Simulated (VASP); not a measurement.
Wanted: the native input for a VASP 6.6.1 run.

```yaml
Task: single point
Functional: r2SCAN
Potentials_or_basis: VASP PAW PBE potentials, release 64 (Na_pv, F)
Cutoff: 520 eV
k_mesh: 9 × 9 × 4
Occupations: gaussian, width 0.01 eV
Spin: no spin polarisation
Dipole_correction: no
Further_INCAR_settings: ALGO = Normal; EDIFF = 1e-06; NBANDS = 22
```

NaF:

```
Na F
1.0
     3.17755    0.00000    0.00000
    -1.58878    2.75184    0.00000
     0.00000    0.00000    5.56763
Na F
2 2
Cartesian
  0.0000 0.0000 0.0000
  0.0000 0.0000 2.7838
  0.0000 1.8346 1.3919
  1.5888 0.9173 4.1757
```

These files were run (other wordings do the same):

POSCAR

```
NaF
1.0
    3.1775543222      0.0000000000      0.0000000000
   -1.5887771611      2.7518427650      0.0000000000
    0.0000000000      0.0000000000      5.5676310468
Na F
2 2
Direct
    0.0000000000      0.0000000000      0.0000000000
    0.0000000000      0.0000000000      0.5000000000
    0.3333333333      0.6666666667      0.2500000000
    0.6666666667      0.3333333333      0.7500000000
```

INCAR.step1

```
ALGO = Normal
EDIFF = 1E-4
ENCUT = 520
GGA = PE
ISMEAR = 0
LASPH = True
LCHARG = False
LREAL = False
LWAVE = True
NBANDS = 22
NELM = 80
PREC = Accurate
SIGMA = 0.01
```

INCAR.step2

```
ALGO = Normal
EDIFF = 1E-6
ENCUT = 520
ISIF = 2
ISMEAR = 0
ISTART = 1
LASPH = True
LCHARG = False
LMIXTAU = True
LREAL = False
LWAVE = False
METAGGA = R2SCAN
NBANDS = 22
NELM = 80
PREC = Accurate
SIGMA = 0.01
```

KPOINTS

```
k-points
0
Gamma
  9 9 4
```

Potentials or basis: VASP PAW PBE potentials, release 64 (Na_pv, F).

The run is started by

```sh
$ cat potpaw_PBE.64/Na_pv/POTCAR potpaw_PBE.64/F/POTCAR > POTCAR
$ cp INCAR.step1 INCAR
$ mpirun -np 1 vasp_std > vasp.out
$ cp INCAR.step2 INCAR
$ mpirun -np 1 vasp_std > vasp.out
```

It gave:

| Property | Result |
| --- | --- |
| Pressure | -0.5 GPa |
| Band gap on the k mesh | 7.22 eV |

Caveat: the PAW data sets were made with another functional, which shifts forces and pressure a little; an odd mesh through Γ misses points on the zone boundary, where band edges can lie.

Run time: 2.6 min on 1 thread of Intel Xeon 8259CL, with other jobs on the host, peak memory 0.18 GiB.
